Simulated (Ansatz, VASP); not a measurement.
# BN: VASP beside Ansatz

INCAR

```
ALGO = Normal
EDIFF = 1E-7
ENCUT = 520
GGA = CA
ISIF = 2
ISMEAR = -1
LASPH = True
LCHARG = True
LELF = True
LREAL = False
LVHAR = True
LWAVE = False
NBANDS = 16
NELM = 100
PREC = Accurate
SIGMA = 0.05
```

File KPOINTS:

```
k-points
0
Gamma
  12 12 4
```

The input POSCAR:

```
BN
1.0
    2.5472375375      0.0000000000      0.0000000000
   -1.2736187687      2.2059724170      0.0000000000
    0.0000000000      0.0000000000      6.7658448057
N B
2 2
Direct
    0.6666666667      0.3333333333      0.2500000000
    0.3333333333      0.6666666667      0.7500000000
    0.6666666667      0.3333333333      0.7500000000
    0.3333333333      0.6666666667      0.2500000000
```

File input.yaml:

```yaml
crystal:
  lattice:
    - [2.5472375375, 0.0, 0.0]
    - [-1.2736187687, 2.205972417, 0.0]
    - [0.0, 0.0, 6.7658448057]
  atoms:
    - { symbol: "N", position: [0.6666666667, 0.3333333333, 0.25] }
    - { symbol: "N", position: [0.3333333333, 0.6666666667, 0.75] }
    - { symbol: B, position: [0.6666666667, 0.3333333333, 0.75] }
    - { symbol: B, position: [0.3333333333, 0.6666666667, 0.25] }
kpoints:
  mp_grid: { grid: [12, 12, 4] }
scf:
  occupations: { method: fermi_dirac, width: 0.05 }
hamiltonian:
  xc: lda
  pseudopotentials: { kind: all_electron, lapw: { basis_error: 0.002 } }
output:
  forces: true
  stress: true
  eigenvalues: true
```

Change from the starting cell: volume scaled by 1.06.

Alike in both runs: task single point; functional LDA; k mesh 12 × 12 × 4; occupations fermi-dirac, width 0.05 eV; no spin polarisation.

|  | VASP | Ansatz |
| --- | --- | --- |
| version | VASP 6.6.1 | Ansatz 0.2.0 |
| potentials or method | VASP PAW LDA potentials, release 64 (N, B), cutoff 520 eV | all-electron LAPW, scalar-relativistic |

```csv
,VASP,Ansatz,Ansatz less VASP
gap on the k mesh at the Fermi level (eV),4.02,4.03,+0.009
least direct gap on the mesh (eV),4.38,4.38,+0.006
pressure (GPa),-15.2,-15.5,-0.28
"traceless stress, the component that is largest in VASP (GPa)",14.14,14.56,+0.429
```

LDA's correlation is that of Perdew and Zunger in VASP and of Perdew and Wang (1992) in Ansatz. Ansatz ran all-electron here, and VASP with PAW potentials.
